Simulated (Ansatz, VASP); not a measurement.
## Hf: VASP beside Ansatz

```
Hf
1.0
     0.00000    3.31863    3.31863
     3.31863    0.00000    3.31863
     3.31863    3.31863    0.00000
Hf
2
Direct
  0.12500 0.12500 0.12500
  0.87500 0.87500 0.87500
```

Alike in both runs: task single point; functional PBE; k mesh 9 × 9 × 9; occupations fermi-dirac, width 0.1 eV; no spin polarisation.

|  | VASP | Ansatz |
| --- | --- | --- |
| version | VASP 6.6.1 | Ansatz 0.2.0 |
| potentials or method | VASP PAW PBE potentials, release 64 (Hf_pv), cutoff 520 eV | plane waves (420 eV) with PAW, scalar-relativistic |
| valence electrons in the cell | 20 | 52 |

|  | VASP | Ansatz | Ansatz less VASP |
| --- | --- | --- | --- |
| pressure (GPa) | -1.3 | -1.1 | +0.20 |

VASP's potentials hold 20 valence electrons a cell and Ansatz's 52, so a difference there can come from the potentials and not from the codes.

Spin-orbit coupling is off throughout.
